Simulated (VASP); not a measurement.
# TiAl (P4/mmm) in VASP: notebook

Runs on TiAl. Level: PBE. Tasks: single point.

All numbers are computed with VASP 6.6.1; they aren't measurements. Logs are shortened: lines on timing, memory, paths and dates and some standing lists are left out, and cuts for length are marked.

## Step 1: The cell of the first run

Symmetry: P4/mmm, No. 123, tetragonal system. Conventional cell: a = 2.785 Å, b = 2.785 Å, c = 4.022 Å, α = 90.00°, β = 90.00°, γ = 90.00°. Within 3.7 Å of Ti (site symmetry 4/mmm) lie 4 Ti at 2.78 Å and 8 Al at 2.81 Å. Al (site symmetry 4/mmm) has 4 Al at 2.78 Å and 8 Ti at 2.81 Å within 3.7 Å.

## Step 2: Single point, PBE

INCAR reads:

```
ALGO = Normal
EDIFF = 1E-7
ENCUT = 520
GGA = PE
ISIF = 2
ISMEAR = 0
LASPH = True
LCHARG = True
LELF = True
LREAL = False
LVHAR = True
LWAVE = False
NBANDS = 14
NELM = 80
PREC = Accurate
SIGMA = 0.1
```

KPOINTS reads:

```
k-points
0
Gamma
  14 14 10
```

POSCAR reads:

```
TiAl
1.0
    2.7846141419      0.0000000000      0.0000000000
    0.0000000000      2.7846141419      0.0000000000
    0.0000000000      0.0000000000      4.0221256904
Ti Al
1 1
Direct
    0.5000000000      0.5000000000      0.5000000000
    0.0000000000      0.0000000000      0.0000000000
```

Potentials or basis: VASP PAW PBE potentials, release 64 (Ti_sv, Al).

The run is started by

```
cat potpaw_PBE.64/Ti_sv/POTCAR potpaw_PBE.64/Al/POTCAR > POTCAR
mpirun -np 1 vasp_std > vasp.out
```

OUTCAR:

```text
EDIFF = 1E-7
   ENCUT = 520
   GGA = PE
   ISIF = 2
   ISMEAR = 0
   LASPH = True
   LREAL = False
   NELM = 80
   PREC = Accurate

 ion  position               nearest neighbor table
   1  0.500  0.500  0.500-   2 2.81   2 2.81   2 2.81   2 2.81   2 2.81   2 2.81   2 2.81   2 2.81

   2  0.000  0.000  0.000-   1 2.81   1 2.81   1 2.81   1 2.81   1 2.81   1 2.81   1 2.81   1 2.81

  LATTYP: Found a simple tetragonal cell.
 ALAT       =     2.7846141419
 C/A-ratio  =     1.4444104229

  Lattice vectors:

 A1 = (   2.7846141419,   0.0000000000,   0.0000000000)
 A2 = (   0.0000000000,   2.7846141419,   0.0000000000)
 A3 = (   0.0000000000,   0.0000000000,   4.0221256904)

Analysis of symmetry for initial positions (statically):
=====================================================================
 Subroutine PRICEL returns:
 Original cell was already a primitive cell.

 Routine SETGRP: Setting up the symmetry group for a
 simple tetragonal supercell.

 Subroutine GETGRP returns: Found 16 space group operations
 (whereof 16 operations were pure point group operations)
 out of a pool of 16 trial point group operations.

The static configuration has the point symmetry D_4h.

Analysis of symmetry for dynamics (positions and initial velocities):
=====================================================================
 Subroutine PRICEL returns:
 Original cell was already a primitive cell.

 Routine SETGRP: Setting up the symmetry group for a
 simple tetragonal supercell.

 Subroutine GETGRP returns: Found 16 space group operations
 (whereof 16 operations were pure point group operations)
 out of a pool of 16 trial point group operations.

The dynamic configuration has the point symmetry D_4h.

 Subroutine INISYM returns: Found 16 space group operations
 (whereof 16 operations are pure point group operations),
 and found     1 'primitive' translations

----------------------------------------------------------------------------------------

                                     Primitive cell

  volume of cell :      31.1879

  direct lattice vectors                    reciprocal lattice vectors
     2.784614142  0.000000000  0.000000000     0.359116182  0.000000000  0.000000000
     0.000000000  2.784614142  0.000000000     0.000000000  0.359116182  0.000000000
     0.000000000  0.000000000  4.022125690     0.000000000  0.000000000  0.248624751

  length of vectors
     2.784614142  2.784614142  4.022125690     0.359116182  0.359116182  0.248624751

  position of ions in fractional coordinates (direct lattice)
     0.500000000  0.500000000  0.500000000
     0.000000000  0.000000000  0.000000000
[... 84 lines left out ...]
   ISYM   =      2    0-nonsym 1-usesym 2-fastsym
   POTIM  = 0.5000    time-step for ionic-motion
   TEBEG  =    0.0;   TEEND  =   0.0 temperature during run
   PSTRESS=    0.0 pullay stress
   NELECT =      15.0000    total number of electrons
   NUPDOWN=      -1.0000    fix difference up-down
   EMIN   =  10.00;   EMAX   =-10.00  energy-range for DOS
   EFERMI =   0.00;   METHOD = LEGACY
   ISMEAR =     0;   SIGMA  =   0.10  broadening in eV -4-tet -1-fermi 0-gaus
   EFERMI_NEDOS =   21; number of points for ismear=-14 and -15
   IALGO  =     38    algorithm
   IMIX   =      4    mixing-type and parameters
     AMIX     =   0.40;   BMIX     =  1.00
     AMIX_MAG =   1.60;   BMIX_MAG =  1.00
  volume/ion in A,a.u.               =      15.59       105.23
  Fermi-wavevector in a.u.,A,eV,Ry     =   1.282655  2.423867 22.384374  1.645205
  Thomas-Fermi vector in A             =   2.414954
   LORBIT       =      0    0 simple, 1 ext, 2 COOP (PROOUT), +10 PAW based schemes
   GGA     = PE    functional components
   LHFCALC =     F    Hartree Fock is set to
   AEXX    =    0.0000 exact exchange contribution
   IVDW    =     0    specifies the selected vdW correction
   LEPSILON=     F    determine dielectric tensor
   LRPA    =     F    only Hartree local field effects (RPA)
 non-spin polarized calculation
 Gauss-broadening in eV      SIGMA  =   0.10
  energy-cutoff  :      520.00
  volume of cell :       31.19
 maximum number of plane-waves:       860
 NGX is ok and might be reduce to    24
   NGX = 11   NGY = 11   NGZ = 15

 number of electron      14.9999996 magnetization

 Free energy of the ion-electron system (eV)
  ---------------------------------------------------
  ext. energy  EPLUGINS =         0.00000000
  ---------------------------------------------------
  free energy    TOTEN  =       -12.37653194 eV

  energy without entropy =      -12.36839789  energy(sigma->0) =      -12.37246491

 E-fermi :   8.7435     XC(G=0): -11.2066

 val. band max:        8.7350250509   @ k =   0.4286   0.1429   0.3000
 cond. band min:       8.7437428276   @ k =   0.2143   0.1429   0.5000
 fundamental gap:      0.0087177768
 Fermi energy:         8.7435454821

 k-point     1 :       0.0000    0.0000    0.0000
  band No.  band energies     occupation
      1     -47.8074      2.00000
      2     -24.2101      2.00000
      3     -23.7327      2.00000
      4     -23.7327      2.00000
      5      -0.4846      2.00000
      6       6.7882      2.00000
      7       7.8413      2.00000
      8       8.3978      2.00000
      9      10.9993      0.00000
     10      10.9993      0.00000
     11      12.2071      0.00000
     12      15.1764      0.00000
     13      17.4235      0.00000
     14      17.4235      0.00000
[... 377 lines left out ...]
      1     -47.7264      2.00000
      2     -24.1463      2.00000
      3     -24.1316      2.00000
      4     -23.8979      2.00000
      5       2.7790      2.00000
      6       6.9534      2.00000
      7       7.6018      2.00000
      8       8.7197      1.26398
      9       9.7274      0.00000
     10      10.1378      0.00000
     11      12.4994      0.00000
     12      14.8355      0.00000
     13      15.5231      0.00000
     14      15.9622      0.00000

 [... further k-points ...]
[... 5 lines left out ...]
  --------------------------------------------------------------------------------------
  -------------------------------------------------------------------------------------
  Total        0.9512638      0.9512638      0.9550610      0.0000000      0.0000000      0.0000000
  in kB       48.8681443     48.8681443     49.0632148      0.0000000      0.0000000      0.0000000
  external PRESSURE =      48.9331678 kB  Pullay stress =       0.0000000 kB

 VOLUME and BASIS-vectors are now :
 -----------------------------------------------------------------------------
  energy-cutoff  :      520.00
  volume of cell :       31.19
      direct lattice vectors                 reciprocal lattice vectors
     2.784614142  0.000000000  0.000000000     0.359116182  0.000000000  0.000000000
     0.000000000  2.784614142  0.000000000     0.000000000  0.359116182  0.000000000
     0.000000000  0.000000000  4.022125690     0.000000000  0.000000000  0.248624751

 POSITION                                       TOTAL-FORCE (eV/Angst)
 -----------------------------------------------------------------------------------
      1.39231      1.39231      2.01106         0.000000      0.000000      0.000000
      0.00000      0.00000      0.00000         0.000000      0.000000      0.000000
 -----------------------------------------------------------------------------------
    total drift:                                0.000000      0.000000     -0.000000

  FREE ENERGIE OF THE ION-ELECTRON SYSTEM (eV)
  ---------------------------------------------------
  free  energy   TOTEN  =       -12.3765319381 eV

  energy  without entropy=      -12.3683978893  energy(sigma->0) =      -12.37246491
```

stdout:

```text
POSCAR found type information on POSCAR TiAl
 POSCAR found :  2 types and       2 ions
 scaLAPACK will be used
 LDA part: xc-table for (Slater+PW92), standard interpolation
 POSCAR, INCAR and KPOINTS ok, starting setup
 FFT: planning ... GRIDC
 FFT: planning ... GRID_SOFT
 FFT: planning ... GRID
 WAVECAR not read
 entering main loop
```

It took 85 s on 1 thread of Intel Xeon Platinum 8259CL at 2.50GHz (Skylake/Cascade Lake), shared host; peak memory 0.22 GiB.

Results:

```
Free energy : -12.3765 eV
Pressure    : 4.9 GPa
```

## Step 3: Single point, PBE

This run uses another cell than the first one, of 15.96 Å³/atom, 1.023 times its volume.

INCAR reads:

```
SYSTEM = TiAl
ALGO = Normal
EDIFF = 1E-7
ENCUT = 520
GGA = PE
ISIF = 2
ISMEAR = 0
LASPH = .TRUE.
LCHARG = .TRUE.
LELF = .TRUE.
LREAL = .FALSE.
LVHAR = .TRUE.
LWAVE = .FALSE.
NBANDS = 14
NELM = 100
PREC = Accurate
SIGMA = 0.1
```

KPOINTS reads:

```
k-points
0
G
  14 14 10
  0 0 0
```

POSCAR reads:

```
TiAl
1.0
    2.8059779443      0.0000000000      0.0000000000
    0.0000000000      2.8059779443      0.0000000000
    0.0000000000      0.0000000000      4.0540955125
Ti Al
1 1
Direct
    0.5000000000      0.5000000000      0.5000000000
    0.0000000000      0.0000000000      0.0000000000
```

Potentials or basis: VASP PAW PBE potentials, release 64 (Ti_sv, Al).

The run is started by

```
cat potpaw_PBE.64/Ti_sv/POTCAR potpaw_PBE.64/Al/POTCAR > POTCAR
mpirun -np 1 vasp_std > vasp.out
```

OUTCAR:

```text
SYSTEM = TiAl
   EDIFF = 1E-7
   ENCUT = 520
   GGA = PE
   ISIF = 2
   ISMEAR = 0
   LASPH = .TRUE.
   LREAL = .FALSE.
   NELM = 100
   PREC = Accurate

 ion  position               nearest neighbor table
   1  0.500  0.500  0.500-   2 2.84   2 2.84   2 2.84   2 2.84   2 2.84   2 2.84   2 2.84   2 2.84

   2  0.000  0.000  0.000-   1 2.84   1 2.84   1 2.84   1 2.84   1 2.84   1 2.84   1 2.84   1 2.84

  LATTYP: Found a simple tetragonal cell.
 ALAT       =     2.8059779443
 C/A-ratio  =     1.4448066211

  Lattice vectors:

 A1 = (   2.8059779443,   0.0000000000,   0.0000000000)
[... 589 lines left out ...]
     12      14.4378      0.00000
     13      15.0912      0.00000
     14      15.5648      0.00000

 [... further k-points ...]
[... 5 lines left out ...]
  --------------------------------------------------------------------------------------
  -------------------------------------------------------------------------------------
  Total        0.3878074      0.3878074      0.3910293      0.0000000      0.0000000      0.0000000
  in kB       19.4654388     19.4654388     19.6271574      0.0000000      0.0000000      0.0000000
  external PRESSURE =      19.5193450 kB  Pullay stress =       0.0000000 kB

 VOLUME and BASIS-vectors are now :
 -----------------------------------------------------------------------------
  energy-cutoff  :      520.00
  volume of cell :       31.92
      direct lattice vectors                 reciprocal lattice vectors
     2.805977944  0.000000000  0.000000000     0.356381989  0.000000000  0.000000000
     0.000000000  2.805977944  0.000000000     0.000000000  0.356381989  0.000000000
     0.000000000  0.000000000  4.054095512     0.000000000  0.000000000  0.246664144

 POSITION                                       TOTAL-FORCE (eV/Angst)
 -----------------------------------------------------------------------------------
      1.40299      1.40299      2.02705         0.000000      0.000000      0.000000
      0.00000      0.00000      0.00000         0.000000      0.000000      0.000000
 -----------------------------------------------------------------------------------
    total drift:                                0.000000      0.000000     -0.000000

  FREE ENERGIE OF THE ION-ELECTRON SYSTEM (eV)
  ---------------------------------------------------
  free  energy   TOTEN  =       -12.3922147515 eV

  energy  without entropy=      -12.3838582123  energy(sigma->0) =      -12.38803648
```

Run time: 86 s. Hardware: 1 thread of Intel Xeon Platinum 8259CL at 2.50GHz (Skylake/Cascade Lake), shared host; peak memory 0.22 GiB.

Results:

| Item | Value |
| --- | --- |
| Free energy | -12.3922 eV |
| Pressure | 2.0 GPa |
